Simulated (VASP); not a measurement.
Wanted: the native input for a VASP 6.6.1 run.

| Property | Result |
| --- | --- |
| Task | single point |
| Functional | PBE |
| Potentials or basis | VASP PAW PBE potentials, release 64 (Sn_d, O) |
| Cutoff | 520 eV |
| k mesh | 5 × 5 × 7 |
| Occupations | fermi-dirac, width 0.01 eV |
| Spin | no spin polarisation |
| Dipole correction | no |
| Further INCAR settings | ALGO = Normal; EDIFF = 1e-07; NBANDS = 35 |

The structure of SnO2 lies in POSCAR:

```
SnO2
1.0
    4.7373500000      0.0000000000      0.0000000000
    0.0000000000      4.7373500000      0.0000000000
    0.0000000000      0.0000000000      3.1864000000
Sn O
2 4
Direct
    0.0000000000      0.0000000000      0.0000000000
    0.5000000000      0.5000000000      0.5000000000
    0.3056200000      0.3056200000      0.0000000000
    0.1943800000      0.8056200000      0.5000000000
    0.6943800000      0.6943800000      0.0000000000
    0.8056200000      0.1943800000      0.5000000000
```

The input as run:

INCAR

```
SYSTEM = SnO2
  PREC = Accurate
  ENCUT = 520
  EDIFF = 1E-7
  ISMEAR = -1
  SIGMA = 0.01
  LREAL = .FALSE.
  LASPH = .TRUE.
  NELM = 80
  ALGO = Normal
  ISIF = 2
  LWAVE = .FALSE.
  LCHARG = .FALSE.
  GGA = PE
  NBANDS = 35
```

KPOINTS

```
Automatic mesh
0
G
  5 5 7
  0 0 0
```

Potentials or basis: VASP PAW PBE potentials, release 64 (Sn_d, O).

The run is started by

```bash
$ cat potpaw_PBE.64/Sn_d/POTCAR potpaw_PBE.64/O/POTCAR > POTCAR
$ mpirun -np 1 vasp_std > vasp.out
```

It gave:

The pressure is 11.5 GPa, the largest force is 0.052 eV/Å and the band gap on the k mesh is 1.24 eV, direct.

Caveat: spin-orbit coupling is left out, which moves the levels of the heavy elements.

Wall time 44 s on 1 thread of Intel(R) Xeon(R) Platinum 8488C (Sapphire Rapids), on a shared host, peak memory 0.19 GiB.
